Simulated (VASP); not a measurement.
# Sb2S (P4/mmm) in VASP: a series of runs, part 2 of 2

VASP 6.6.1. The steps go on from the part before.

### Step 5. Single point, PBE

This run uses another cell than the first one, of 26.66 Å³/atom.

INCAR reads:

```
SYSTEM = Sb2S
  PREC = Accurate
  ENCUT = 520
  EDIFF = 1E-7
  ISMEAR = 0
  SIGMA = 0.1
  LREAL = .FALSE.
  LASPH = .TRUE.
  NELM = 80
  ALGO = Normal
  ISIF = 2
  LWAVE = .FALSE.
  LCHARG = .FALSE.
  GGA = PE
  NBANDS = 15
```

KPOINTS reads:

```
regular mesh
0
G
  14 14 6
  0 0 0
```

POSCAR reads:

```
Sb2S
1.0
    3.0719571348      0.0000000000      0.0000000000
    0.0000000000      3.0719571348      0.0000000000
    0.0000000000      0.0000000000      8.4746740898
Sb S
2 1
Direct
    0.5000000000      0.5000000000      0.3146557713
    0.5000000000      0.5000000000      0.6853442287
    0.5000000000      0.5000000000      0.0000000000
```

Launch:

```bash
cat potpaw_PBE.64/Sb/POTCAR potpaw_PBE.64/S/POTCAR > POTCAR
mpirun -np 1 vasp_std > vasp.out
```

Wall time 4 min (1 thread of Intel Xeon 8259CL, shared host); peak memory 0.3 GiB.

It converged, with:

| Property | Result |
| --- | --- |
| Free energy | -11.6489 eV |
| Pressure | -0.1 GPa |
| Largest force | 0.006 eV/Å |
| Band gap on the k mesh | zero (bands 8 and 9 overlap by 6.05 eV) |

Forces on the atoms (eV/Å):
```
Sb   0.000  0.000 -0.006
Sb   0.000  0.000  0.006
S    0.000  0.000  0.000
```

Stress tensor (GPa, compression positive):
```
-0.01  0.00  0.00
 0.00 -0.01  0.00
 0.00  0.00 -0.13
```

Levels at points of the mesh, in eV from the Fermi level:
```
           k point  band 5  band 6  band 7  band 8  band 9  band 10  band 11  band 12
(0.00, 0.00, 0.00)   -3.26    0.35    0.35    3.86    4.20     4.20     4.77     4.77
(0.50, 0.00, 0.00)   -4.24   -3.64   -2.70   -1.17    1.00     4.30     5.16     5.65
(0.50, 0.50, 0.00)   -3.88   -2.23   -2.23   -2.18   -2.18    -1.14     0.84     2.56
(0.00, 0.00, 0.50)    0.37    0.37    0.40    0.69    3.88     3.88     5.19     5.19
(0.50, 0.00, 0.50)   -5.14   -4.43   -3.00    1.01    2.12     2.70     2.90     5.96
(0.50, 0.50, 0.50)   -3.65   -3.10   -3.10   -3.07   -1.42    -1.42     2.76     3.41
```

Caveat: spin-orbit coupling is left out, which moves the levels of the heavy elements.

### Step 6. Relaxation of cell and atoms, PBE

INCAR reads:

```
ALGO = Normal
EDIFF = 1E-6
EDIFFG = -0.01
ENCUT = 600
GGA = PE
IBRION = 2
ISIF = 3
ISMEAR = 0
LASPH = T
LCHARG = F
LREAL = F
LWAVE = F
NELM = 60
NSW = 100
PREC = Accurate
SIGMA = 0.1
```

KPOINTS reads:

```
k-points
0
Gamma
  14 14 6
```

POSCAR reads:

```
Sb2S
1.0
    3.1072160674      0.0000000000      0.0000000000
    0.0000000000      3.1072160674      0.0000000000
    0.0000000000      0.0000000000      8.4036864851
Sb S
2 1
Direct
    0.5000000000      0.5000000000      0.3103099257
    0.5000000000      0.5000000000      0.6896900743
    0.5000000000      0.5000000000      0.0000000000
```

Potentials or basis: VASP PAW PBE potentials, release 64 (Sb, S).

Launch:

```bash
cat potpaw_PBE.64/Sb/POTCAR potpaw_PBE.64/S/POTCAR > POTCAR
mpirun -np 1 vasp_std > vasp.out
```

Wall time 17 min (1 thread of Intel Xeon 8259CL, shared host); peak memory 0.36 GiB.

The run converged. Its results:

```yaml
Free_energy: -11.6492 eV
Relaxed_volume: 26.66 Å³/atom
Relaxed_cell: a = 3.074 Å, b = 3.074 Å, c = 8.464 Å, α = 90.00°, β = 90.00°, γ = 90.00°
Space_group_after_relaxing_to_0.1_Å: P4/mmm (No. 123)
Energy_gained_by_relaxing: 4.3 meV/atom
Ionic_steps: 8
Pressure_after_relaxing: 0.0 GPa
Largest_force_after_relaxing: 0.004 eV/Å
Band_gap_on_the_k_mesh: zero (bands 8 and 9 overlap by 6.08 eV)
```

Forces on the atoms (eV/Å):
```
Sb   0.000  0.000 -0.004
Sb   0.000  0.000  0.004
S    0.000  0.000  0.000
```

Stress tensor (GPa, compression positive):
```
-0.04  0.00  0.00
 0.00 -0.04  0.00
 0.00  0.00  0.05
```

Step by step:
```csv
step,energy change (eV),largest force (eV/Å),pressure (GPa),volume (Å³)
1,0.0000,0.1609,-0.28,81.14
2,-0.0090,0.1224,-0.17,80.58
3,-0.0098,0.1105,-0.12,80.37
4,-0.0113,0.0903,0.06,80.06
5,-0.0120,0.0381,0.47,79.39
6,-0.0121,0.0558,0.34,79.60
7,-0.0129,0.0161,0.11,79.84
8,-0.0130,0.0039,-0.01,79.97
```

Final structure:
```yaml
crystal:
  lattice:
    - [3.07369, 0.00000, 0.00000]
    - [0.00000, 3.07369, 0.00000]
    - [0.00000, 0.00000, 8.46407]
  atoms:
    - { symbol: Sb, position: [0.50000, 0.50000, 0.31461] }
    - { symbol: Sb, position: [0.50000, 0.50000, 0.68539] }
    - { symbol: S, position: [0.50000, 0.50000, 0.00000] }
```

Levels at points of the mesh, in eV from the Fermi level:
```
           k point  band 4  band 5  band 6  band 7  band 8  band 9  band 10  band 11  band 12
(0.00, 0.00, 0.00)   -4.12   -3.25    0.35    0.35    3.90    4.19     4.19     4.77     4.77
(0.50, 0.00, 0.00)   -5.60   -4.23   -3.62   -2.70   -1.16    0.99     4.31     5.18     5.68
(0.50, 0.50, 0.00)   -3.88   -3.88   -2.22   -2.22   -2.18   -2.18    -1.14     0.84     2.56
(0.00, 0.00, 0.50)   -5.97    0.36    0.36    0.42    0.72    3.87     3.87     5.19     5.19
(0.50, 0.00, 0.50)   -5.17   -5.13   -4.44   -2.98    1.00    2.14     2.71     2.90     5.94
(0.50, 0.50, 0.50)   -3.65   -3.65   -3.10   -3.10   -3.09   -1.41    -1.41     2.76     3.41
```

Caveat: spin-orbit coupling is left out, which moves the levels of the heavy elements.

### Step 7. Summary

| task | cell | k mesh | cutoff (eV) | gap on the mesh (eV) | pressure (GPa) | relaxed volume (Å³/atom) | largest force (eV/Å) |
| --- | --- | --- | --- | --- | --- | --- | --- |
| single point | a = 3.107, b = 3.107, c = 8.404 Å, 3 atoms, atomic positions A | 6 × 6 × 2 | 520 | none | -0.1 | - | - |
| single point | a = 3.526, b = 3.526, c = 7.709 Å, 3 atoms, atomic positions B | 6 × 6 × 2 | 520 | none | 2.6 | - | 1.11 |
| relaxation of cell and atoms | relaxed from a = 3.526, b = 3.526, c = 7.709 Å, 3 atoms, atomic positions B | 6 × 6 × 2 | 600 | none | -0.1 | 27.05 | - |
| single point | a = 3.072, b = 3.072, c = 8.475 Å, 3 atoms, atomic positions C | 14 × 14 × 6 | 520 | none | -0.1 | - | 0.01 |
| relaxation of cell and atoms | relaxed from a = 3.107, b = 3.107, c = 8.404 Å, 3 atoms, atomic positions A | 14 × 14 × 6 | 600 | none | 0.0 | 26.66 | - |

Alike in all rows: level PBE; potentials or basis VASP PAW PBE potentials, release 64 (Sb, S); no spin polarisation; smearing gaussian 0.1 eV.

Caveats: some runs use coarse meshes; spin-orbit coupling is left out, which moves the levels of the heavy elements; forces of over 1 eV/Å act on the atoms, so gaps and moduli don't describe the material at rest (at least some runs); the volume moved by over 15 % at a fixed basis, so the end points are rough (at least some runs).

Absolute energies hang on the potentials; compare differences alone.
